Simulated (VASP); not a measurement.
Bi: single point with PBEsol

Crystal: Bi.

```xyz
2
Lattice="2.2317 1.2885 3.8310 -2.2317 1.2885 3.8310 0.0000 -2.5770 3.8310" Properties=species:S:1:pos:R:3 pbc="T T T"
Bi    0.0000    0.0000    2.7198
Bi    0.0000    0.0000    8.7732
```

* Program: VASP 6.6.1
* Task: single point
* Functional: PBEsol
* Potentials or basis: VASP PAW PBE potentials, release 64 (Bi_d)
* Cutoff: 520 eV
* k mesh: 14 × 14 × 14
* Occupations: fermi-dirac, width 0.1 eV
* Spin: no spin polarisation

```yaml
Pressure: 2.2 GPa
Largest_force: 0.196 eV/Å
Band_gap_on_the_k_mesh: zero (bands 15 and 16 overlap by 0.24 eV)
```

Forces in eV/Å, atoms in the order of the input:
```
Bi   0.000  0.000  0.196
Bi   0.000  0.000 -0.196
```

Stress tensor (GPa, compression positive):
```
2.33 0.00 0.00
0.00 2.33 0.00
0.00 0.00 2.09
```

Levels at points of the mesh, in eV from the Fermi level:
```csv
k point,band 13,band 14,band 15,band 16,band 17,band 18
"(0.00, 0.00, 0.00)",-1.65,-1.36,-1.36,2.73,3.08,3.08
"(0.50, 0.00, 0.00)",-1.27,-1.15,-0.35,-0.30,0.30,0.75
"(0.50, 0.50, 0.00)",-5.17,-3.35,-3.21,2.26,5.21,5.55
"(0.50, 0.50, 0.50)",-0.90,-0.63,-0.63,0.46,0.46,0.59
```

It took 8.6 min on 1 thread of Intel Xeon 8259CL, on a shared host, peak memory 0.44 GiB.

Caveat: the PAW data sets were made with another functional, which shifts forces and pressure a little; spin-orbit coupling is left out, which moves the levels of the heavy elements.
